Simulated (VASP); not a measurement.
# MoS2 (R3m) in VASP: further runs, part 2 of 2

VASP 6.6.1. Earlier steps stand in the parts before.

### Step 5. Single point, PBE+D3(BJ) (strain +0.0250 x Voigt [1, 1, 0, 0, 0, 0])

The input, INCAR:

```
ALGO = Normal
EDIFF = 1E-6
ENCUT = 520
GGA = PE
ISIF = 2
ISMEAR = 0
IVDW = 12
LASPH = T
LCHARG = T
LELF = T
LREAL = F
LVHAR = T
LWAVE = F
NBANDS = 20
NELM = 60
PREC = Accurate
SIGMA = 0.05
```

The input, KPOINTS:

```
k-points
0
Gamma
  12 12 12
```

The input, POSCAR:

```
MoS2
1.0
    1.6158862386      0.9329323548      5.9965349799
   -1.6158862386      0.9329323548      5.9965349799
    0.0000000000     -1.8658647097      5.9965349799
Mo S
1 2
Direct
    0.0000172715      0.0000172715      0.0000172715
    0.7535591261      0.7535591261      0.7535591261
    0.5797236023      0.5797236023      0.5797236023
```

Command:

```console
> cat potpaw_PBE.64/Mo_sv/POTCAR potpaw_PBE.64/S/POTCAR > POTCAR
> mpirun -np 1 vasp_std > vasp.out
```

Run time: 4.9 min. Hardware: 1 thread of Intel Xeon 6975P-C (Granite Rapids), shared host; peak memory 0.44 GiB.

It converged, with:

```
Free energy                : -23.0197 eV
Pressure                   : -6.8 GPa
Largest force              : 0.461 eV/Å
Band gap on the k mesh     : 0.69 eV, indirect (least direct gap 1.54 eV)
Dispersion energy per atom : -0.419 eV
```

Forces on the atoms (eV/Å):
```
Mo   0.000  0.000  0.000
S    0.000  0.000 -0.461
S    0.000  0.000  0.461
```

Stress tensor (GPa, compression positive):
```
-7.88  0.00  0.00
 0.00 -7.88  0.00
 0.00  0.00 -4.55
```

Levels at points of the mesh, in eV from the valence-band top:
| k point | band 9 | band 10 | band 11 | band 12 | band 13 | band 14 | band 15 | band 16 | band 17 | band 18 |
| --- | --- | --- | --- | --- | --- | --- | --- | --- | --- | --- |
| (0.00, 0.00, 0.00) | -3.42 | -2.41 | -2.41 | -1.16 | -0.98 | 1.70 | 1.70 | 2.12 | 2.12 | 5.08 |
| (0.50, 0.00, 0.00) | -4.93 | -4.02 | -2.32 | -1.78 | -1.52 | 1.29 | 1.68 | 3.01 | 3.22 | 5.15 |
| (0.50, 0.50, 0.00) | -4.61 | -3.89 | -2.97 | -2.06 | -1.38 | 1.22 | 1.80 | 2.71 | 3.57 | 5.88 |
| (0.50, 0.50, 0.50) | -3.45 | -3.45 | -2.35 | -2.35 | 0.00 | 1.84 | 1.84 | 1.93 | 1.93 | 5.26 |

Caveat: the cell differs from its parent crystal (strain +0.0250 x Voigt [1, 1, 0, 0, 0, 0]). A k mesh can miss the band edges.

### Step 6. Single point, PBE+D3(BJ) (strain +0.0500 x Voigt [1, 1, 0, 0, 0, 0])

The input, INCAR:

```
SYSTEM = MoS2
PREC = Accurate
ENCUT = 520
EDIFF = 1E-6
ISMEAR = 0
SIGMA = 0.05
LREAL = .FALSE.
LASPH = .TRUE.
NELM = 60
ALGO = Normal
ISIF = 2
LWAVE = .FALSE.
LCHARG = .FALSE.
GGA = PE
IVDW = 12
NBANDS = 20
```

The input, KPOINTS:

```
regular mesh
0
G
  12 12 12
  0 0 0
```

The input, POSCAR:

```
MoS2
1.0
    1.6552980980      0.9556868025      5.9965349799
   -1.6552980980      0.9556868025      5.9965349799
    0.0000000000     -1.9113736050      5.9965349799
Mo S
1 2
Direct
    0.0000172715      0.0000172715      0.0000172715
    0.7535591261      0.7535591261      0.7535591261
    0.5797236023      0.5797236023      0.5797236023
```

Potentials or basis: VASP PAW PBE potentials, release 64 (Mo_sv, S).

Command:

```console
> cat potpaw_PBE.64/Mo_sv/POTCAR potpaw_PBE.64/S/POTCAR > POTCAR
> mpirun -np 1 vasp_std > vasp.out
```

OUTCAR:

```text
SYSTEM = MoS2
   PREC = Accurate
   ENCUT = 520
   EDIFF = 1E-6
   ISMEAR = 0
   LREAL = .FALSE.
   LASPH = .TRUE.
   NELM = 60
   ISIF = 2
   GGA = PE
   IVDW = 12
 IVDW          = 12

 ion  position               nearest neighbor table
   1  0.000  0.000  0.000-   2 2.47   2 2.47   2 2.47   3 2.47   3 2.47   3 2.47
   2  0.754  0.754  0.754-   1 2.47   1 2.47   1 2.47
   3  0.580  0.580  0.580-   1 2.47   1 2.47   1 2.47

  LATTYP: Found a trigonal (rhomboedric) cell.
 ALAT       =     6.2937890672
 COS(alpha) =     0.8616567225

  Lattice vectors:
[... 743 lines left out ...]

 Edisp (eV)   -1.19475

 E8    (eV) :    -0.4820

  FORCE on cell =-STRESS in cart. coord.  units (eV):
  Direction    XX          YY          ZZ          XY          YZ          ZX
  --------------------------------------------------------------------------------------
  -------------------------------------------------------------------------------------
  Total      -4.96087    -4.96087    -2.76135     0.00000     0.00000     0.00000
  in kB    -139.64497  -139.64497   -77.72994     0.00000     0.00000     0.00000
  external pressure =     -119.01 kB  Pullay stress =        0.00 kB

 VOLUME and BASIS-vectors are now :
 -----------------------------------------------------------------------------
  energy-cutoff  :      520.00
  volume of cell :       56.92
      direct lattice vectors                 reciprocal lattice vectors
     1.655298098  0.955686803  5.996534980     0.302060397  0.174394651  0.055587658
    -1.655298098  0.955686803  5.996534980    -0.302060397  0.174394651  0.055587658
     0.000000000 -1.911373605  5.996534980     0.000000000 -0.348789303  0.055587658

 POSITION                                       TOTAL-FORCE (eV/Angst)
 -----------------------------------------------------------------------------------
      0.00000      0.00000      0.00031         0.000000      0.000000     -0.000194
      0.00000      0.00000     13.55623         0.000000      0.000000     -0.825447
      0.00000      0.00000     10.42900         0.000000     -0.000000      0.825642
 -----------------------------------------------------------------------------------
    total drift:                                0.000000     -0.000000      0.000022

  FREE ENERGIE OF THE ION-ELECTRON SYSTEM (eV)
  ---------------------------------------------------
  free  energy   TOTEN  =       -22.8357306262 eV

  energy  without entropy=      -22.8357306261  energy(sigma->0) =      -22.83573063
```

stdout:

```text
POSCAR found type information on POSCAR MoS
 POSCAR found :  2 types and       3 ions
 scaLAPACK will be used
 LDA part: xc-table for (Slater+PW92), standard interpolation
 POSCAR, INCAR and KPOINTS ok, starting setup
 FFT: planning ... GRIDC
 FFT: planning ... GRID_SOFT
 FFT: planning ... GRID
 WAVECAR not read
 entering main loop
```

It took 5.3 min on 1 thread of Intel Xeon 6975P-C (Granite Rapids), shared host; peak memory 0.44 GiB.

What came out:

```
Free energy                : -22.8357 eV
Pressure                   : -11.9 GPa
Largest force              : 0.826 eV/Å
Band gap on the k mesh     : 0.45 eV, indirect (least direct gap 1.35 eV)
Dispersion energy per atom : -0.398 eV
```

Forces in eV/Å, atoms in the order of the input:
```
Mo   0.000  0.000  0.000
S    0.000  0.000 -0.825
S    0.000  0.000  0.826
```

Caveat: the cell differs from its parent crystal (strain +0.0500 x Voigt [1, 1, 0, 0, 0, 0]).

### Step 7. Overview

```csv
cell,gap on the mesh (eV),pressure (GPa),largest force (eV/Å)
"a = 6.228 Å, angles 27.1°, 3 atoms",1.03,32.9,1.95
"a = 6.241 Å, angles 27.8°, 3 atoms",0.91,19.2,1.17
"a = 6.254 Å, angles 28.5°, 3 atoms",0.85,8.4,0.53
"a = 6.280 Å, angles 29.8°, 3 atoms",0.69,-6.8,0.46
"a = 6.294 Å, angles 30.5°, 3 atoms",0.45,-11.9,0.83
```

Alike in all rows: task single point; level PBE+D3(BJ); potentials or basis VASP PAW PBE potentials, release 64 (Mo_sv, S); no spin polarisation; k mesh 12 × 12 × 12; cutoff (eV) 520; smearing gaussian 0.05 eV.

Caveats: forces of over 1 eV/Å act on the atoms, so gaps and moduli don't describe the material at rest (some runs).

Absolute energies hang on the potentials; compare differences alone.
